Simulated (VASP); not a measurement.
# Nb (Pm-3m) in VASP: further runs

Runs on Nb. Level: PBEsol. Tasks: single point.

All numbers are computed with VASP 6.6.1; they aren't measurements. Logs are shortened: lines on timing, memory, paths and dates and some standing lists are left out, and cuts for length are marked.

## Step 1: The cell of the first run

The structure is cubic, space group Pm-3m (No. 221). Conventional cell: a = 2.130 Å, b = 2.130 Å, c = 2.130 Å, α = 90.00°, β = 90.00°, γ = 90.00°. Nb (site symmetry m-3m) has 6 Nb at 2.13 Å within 2.8 Å.

## Step 2: Single point, PBEsol (volume scaled by 0.5)

Contents of INCAR:

```
SYSTEM = Nb
  ALGO = Normal
  EDIFF = 1E-6
  ENCUT = 520
  GGA = PS
  ISIF = 2
  ISMEAR = -1
  LASPH = .True.
  LCHARG = .False.
  LREAL = .False.
  LWAVE = .False.
  NBANDS = 12
  NELM = 80
  PREC = Accurate
  SIGMA = 0.1
```

Contents of KPOINTS:

```
k-points
0
Gamma
  14 14 14
  0 0 0
```

Contents of POSCAR:

```
Nb
1.0
    2.1295692589      0.0000000000      0.0000000000
    0.0000000000      2.1295692589      0.0000000000
    0.0000000000      0.0000000000      2.1295692589
Nb
1
Direct
    0.0000000000      0.0000000000      0.0000000000
```

Potentials or basis: VASP PAW PBE potentials, release 64 (Nb_sv).

Launch:

```
cat potpaw_PBE.64/Nb_sv/POTCAR > POTCAR
mpirun -np 1 vasp_std > vasp.out
```

OUTCAR:

```text
SYSTEM = Nb
   EDIFF = 1E-6
   ENCUT = 520
   GGA = PS
   ISIF = 2
   ISMEAR = -1
   LASPH = .True.
   LREAL = .False.
   NELM = 80
   PREC = Accurate

 ion  position               nearest neighbor table
   1  0.000  0.000  0.000-

  LATTYP: Found a simple cubic cell.
 ALAT       =     2.1295692589

  Lattice vectors:

 A1 = (   2.1295692589,   0.0000000000,   0.0000000000)
 A2 = (   0.0000000000,   2.1295692589,   0.0000000000)
 A3 = (   0.0000000000,   0.0000000000,   2.1295692589)

Analysis of symmetry for initial positions (statically):
=====================================================================
 Subroutine PRICEL returns:
 Original cell was already a primitive cell.

 Routine SETGRP: Setting up the symmetry group for a
 simple cubic supercell.

 Subroutine GETGRP returns: Found 48 space group operations
 (whereof 48 operations were pure point group operations)
 out of a pool of 48 trial point group operations.

The static configuration has the point symmetry O_h .

Analysis of symmetry for dynamics (positions and initial velocities):
=====================================================================
 Subroutine PRICEL returns:
 Original cell was already a primitive cell.

 Routine SETGRP: Setting up the symmetry group for a
 simple cubic supercell.

 Subroutine GETGRP returns: Found 48 space group operations
 (whereof 48 operations were pure point group operations)
 out of a pool of 48 trial point group operations.

The dynamic configuration has the point symmetry O_h .

 Subroutine INISYM returns: Found 48 space group operations
 (whereof 48 operations are pure point group operations),
 and found     1 'primitive' translations

----------------------------------------------------------------------------------------

                                     Primitive cell

  volume of cell :       9.6577

  direct lattice vectors                    reciprocal lattice vectors
     2.129569259  0.000000000  0.000000000     0.469578529  0.000000000  0.000000000
     0.000000000  2.129569259  0.000000000     0.000000000  0.469578529  0.000000000
     0.000000000  0.000000000  2.129569259     0.000000000  0.000000000  0.469578529

  length of vectors
     2.129569259  2.129569259  2.129569259     0.469578529  0.469578529  0.469578529

  position of ions in fractional coordinates (direct lattice)
     0.000000000  0.000000000  0.000000000

  ion indices of the primitive-cell ions
   primitive index   ion index
                 1           1

----------------------------------------------------------------------------------------

 KPOINTS: k-points

Automatic generation of k-mesh.
 Grid dimensions read from file:
 generate k-points for:   14   14   14

 Generating k-lattice:

  Cartesian coordinates                     Fractional coordinates (reciprocal lattice)
     0.033541324  0.000000000  0.000000000     0.071428571  0.000000000  0.000000000
     0.000000000  0.033541324  0.000000000     0.000000000  0.071428571  0.000000000
     0.000000000  0.000000000  0.033541324     0.000000000  0.000000000  0.071428571

  Length of vectors
     0.033541324  0.033541324  0.033541324

  Shift w.r.t. Gamma in fractional coordinates (k-lattice)
     0.000000000  0.000000000  0.000000000

 Subroutine IBZKPT returns following result:
 ===========================================

 Found    120 irreducible k-points:

 Following reciprocal coordinates:
            Coordinates               Weight
  0.000000  0.000000  0.000000      1.000000
  0.071429  0.000000  0.000000      6.000000
  0.142857  0.000000  0.000000      6.000000
  0.214286  0.000000  0.000000      6.000000
  0.285714  0.000000  0.000000      6.000000
  0.357143  0.000000  0.000000      6.000000
[... 16 lines left out ...]
  0.285714  0.214286  0.000000     24.000000
  0.357143  0.214286  0.000000     24.000000
 [... further k-points ...]
   k-points           NKPTS =    120   k-points in BZ     NKDIM =    120   number of bands    NBANDS=     12
   number of dos      NEDOS =    301   number of ions     NIONS =      1
   total plane-waves  NPLWV =   4096
   dimension x,y,z NGX =    16 NGY =   16 NGZ =   16
   dimension x,y,z NGXF=    32 NGYF=   32 NGZF=   32
   ions per type =               1
   NGX,Y,Z   is equivalent  to a cutoff of  12.49, 12.49, 12.49 a.u.
   NGXF,Y,Z  is equivalent  to a cutoff of  24.98, 24.98, 24.98 a.u.
 SYSTEM =  Nb
   PREC   = accura    normal or accurate (medium, high low for compatibility)
   ISTART =      0    job   : 0-new  1-cont  2-samecut
   ICHARG =      2    charge: 1-file 2-atom 10-const
   ISPIN  =      1    spin polarized calculation?
   LNONCOLLINEAR =      F non collinear calculations
   LSORBIT =      F    spin-orbit coupling
   LASPH  =      T    aspherical Exc in radial PAW
   ENCUT  =  520.0 eV  38.22 Ry    6.18 a.u.   3.96  3.96  3.96*2*pi/ulx,y,z
   NELM   =     80;   NELMIN=  2; NELMDL= -5     # of ELM steps
   EDIFF  = 0.1E-05   stopping-criterion for ELM
   LREAL  =      F    real-space projection
   EDIFFG = 0.1E-04   stopping-criterion for IOM
   NSW    =      0    number of steps for IOM
   IBRION =     -1    ionic relax: 0-MD 1-quasi-New 2-CG
   NFREE  =      0    steps in history (QN), initial steepest desc. (CG)
   ISIF   =      2    stress and relaxation
   ISYM   =      2    0-nonsym 1-usesym 2-fastsym
   POTIM  = 0.5000    time-step for ionic-motion
   TEBEG  =    0.0;   TEEND  =   0.0 temperature during run
   PSTRESS=    0.0 pullay stress
   NELECT =      13.0000    total number of electrons
   NUPDOWN=      -1.0000    fix difference up-down
   EMIN   =  10.00;   EMAX   =-10.00  energy-range for DOS
   EFERMI =   0.00;   METHOD = LEGACY
   ISMEAR =    -1;   SIGMA  =   0.10  broadening in eV -4-tet -1-fermi 0-gaus
   EFERMI_NEDOS =   21; number of points for ismear=-14 and -15
   IALGO  =     38    algorithm
   IMIX   =      4    mixing-type and parameters
     AMIX     =   0.40;   BMIX     =  1.00
     AMIX_MAG =   1.60;   BMIX_MAG =  1.00
  volume/ion in A,a.u.               =       9.66        65.17
  Fermi-wavevector in a.u.,A,eV,Ry     =   1.807580  3.415831 44.454931  3.267345
  Thomas-Fermi vector in A             =   2.866835
   LORBIT       =      0    0 simple, 1 ext, 2 COOP (PROOUT), +10 PAW based schemes
   GGA     = PS    functional components
   LHFCALC =     F    Hartree Fock is set to
   AEXX    =    0.0000 exact exchange contribution
   IVDW    =     0    specifies the selected vdW correction
   LEPSILON=     F    determine dielectric tensor
   LRPA    =     F    only Hartree local field effects (RPA)
 non-spin polarized calculation
  energy-cutoff  :      520.00
  volume of cell :        9.66
 maximum number of plane-waves:       280
 NGX is ok and might be reduce to    16
   NGX =  7   NGY =  7   NGZ =  7

 number of electron      13.0000001 magnetization

 Free energy of the ion-electron system (eV)
  ---------------------------------------------------
  ext. energy  EPLUGINS =         0.00000000
  ---------------------------------------------------
  free energy    TOTEN  =        -3.36720639 eV

  energy without entropy =       -3.34332536  energy(sigma->0) =       -3.35526588

 E-fermi :  22.9997     XC(G=0): -16.1196

 val. band max:       22.9928347784   @ k =   0.5000   0.4286   0.1429
 cond. band min:      22.9999945640   @ k =   0.5000   0.2857   0.1429
 fundamental gap:      0.0071597857
 Fermi energy:        22.9997218942

 k-point     1 :       0.0000    0.0000    0.0000
  band No.  band energies     occupation
      1     -34.6529      2.00000
      2      -5.2557      2.00000
      3      -5.2557      2.00000
      4      -5.2557      2.00000
      5      15.2545      2.00000
      6      15.2545      2.00000
      7      17.2364      2.00000
      8      33.9748      0.00000
      9      33.9748      0.00000
     10      33.9748      0.00000
     11      45.4751      0.00000
     12      45.4751      0.00000

 k-point     2 :       0.0714    0.0000    0.0000
  band No.  band energies     occupation
      1     -34.5739      2.00000
      2      -5.8259      2.00000
      3      -5.2085      2.00000
      4      -5.2085      2.00000
      5      15.3430      2.00000
      6      15.8167      2.00000
      7      17.6405      2.00000
      8      33.1767      0.00000
      9      33.1767      0.00000
     10      34.0256      0.00000
     11      44.3373      0.00000
     12      46.2131      0.00000

 k-point     3 :       0.1429    0.0000    0.0000
  band No.  band energies     occupation
      1     -34.3458      2.00000
      2      -7.2717      2.00000
      3      -5.0741      2.00000
      4      -5.0741      2.00000
      5      15.5988      2.00000
      6      16.7809      2.00000
      7      19.2677      2.00000
      8      31.3691      0.00000
      9      31.3691      0.00000
     10      34.1702      0.00000
     11      42.0166      0.00000
     12      46.5104      0.00000
[... 286 lines left out ...]
 k-point    23 :       0.2857    0.2143    0.0000
  band No.  band energies     occupation
      1     -32.9366      2.00000
      2     -10.3617      2.00000
      3      -8.3009      2.00000
      4      -4.2816      2.00000
      5      18.1803      2.00000
      6      19.3096      2.00000
      7      24.2667      0.00001
      8      28.0951      0.00000
      9      28.4470      0.00000
     10      30.4265      0.00000
     11      39.4492      0.00000
     12      44.2729      0.00000

 k-point    24 :       0.3571    0.2143    0.0000
  band No.  band energies     occupation
      1     -32.5330      2.00000
      2     -11.8269      2.00000
      3      -8.0153      2.00000
      4      -4.0741      2.00000
      5      17.9125      2.00000
      6      18.9891      2.00000
      7      25.1698      0.00000
      8      26.7468      0.00000
      9      30.2932      0.00000
     10      30.7293      0.00000
     11      39.0515      0.00000
     12      44.7005      0.00000

 [... further k-points ...]

------------------------ aborting loop because EDIFF is reached ----------------------------------------

  FORCE on cell =-STRESS in cart. coord.  units (eV):
  Direction    XX          YY          ZZ          XY          YZ          ZX
  --------------------------------------------------------------------------------------
  -------------------------------------------------------------------------------------
  Total       23.6172081     23.6172081     23.6172081     -0.0000000     -0.0000000     -0.0000000
  in kB     3917.9945911   3917.9945911   3917.9945911     -0.0000000     -0.0000000     -0.0000000
  external PRESSURE =    3917.9945911 kB  Pullay stress =       0.0000000 kB

 VOLUME and BASIS-vectors are now :
 -----------------------------------------------------------------------------
  energy-cutoff  :      520.00
  volume of cell :        9.66
      direct lattice vectors                 reciprocal lattice vectors
     2.129569259  0.000000000  0.000000000     0.469578529  0.000000000  0.000000000
     0.000000000  2.129569259  0.000000000     0.000000000  0.469578529  0.000000000
     0.000000000  0.000000000  2.129569259     0.000000000  0.000000000  0.469578529

 POSITION                                       TOTAL-FORCE (eV/Angst)
 -----------------------------------------------------------------------------------
      0.00000      0.00000      0.00000         0.000000      0.000000      0.000000
 -----------------------------------------------------------------------------------
    total drift:                                0.000000      0.000000     -0.000000

  FREE ENERGIE OF THE ION-ELECTRON SYSTEM (eV)
  ---------------------------------------------------
  free  energy   TOTEN  =        -3.3672063892 eV

  energy  without entropy=       -3.3433253621  energy(sigma->0) =       -3.35526588
```

It took 6.8 s on 1 thread of AMD EPYC 7R13 (Zen 3), shared host; peak memory 0.09 GiB.

Results:

* Free energy: -3.3672 eV
* Pressure: 391.8 GPa

Levels at points of the mesh, in eV from the Fermi level:
```tsv
k point	band 3	band 4	band 5	band 6	band 7	band 8	band 9	band 10	band 11	band 12
(0.00, 0.00, 0.00)	-28.26	-28.26	-7.75	-7.75	-5.76	10.98	10.98	10.98	22.48	22.48
(0.50, 0.00, 0.00)	-27.22	-27.22	-5.58	-1.90	1.89	1.89	2.74	12.10	13.81	21.33
(0.50, 0.50, 0.00)	-35.10	-26.28	-11.62	-1.31	3.88	3.88	11.38	11.38	16.94	21.58
(0.50, 0.50, 0.50)	-33.70	-33.70	-8.14	-8.14	-8.14	4.42	17.76	17.76	28.54	28.54
```

Caveat: the PAW data sets were made with another functional, which shifts forces and pressure a little.

(Part 1 of 2 ends here.)
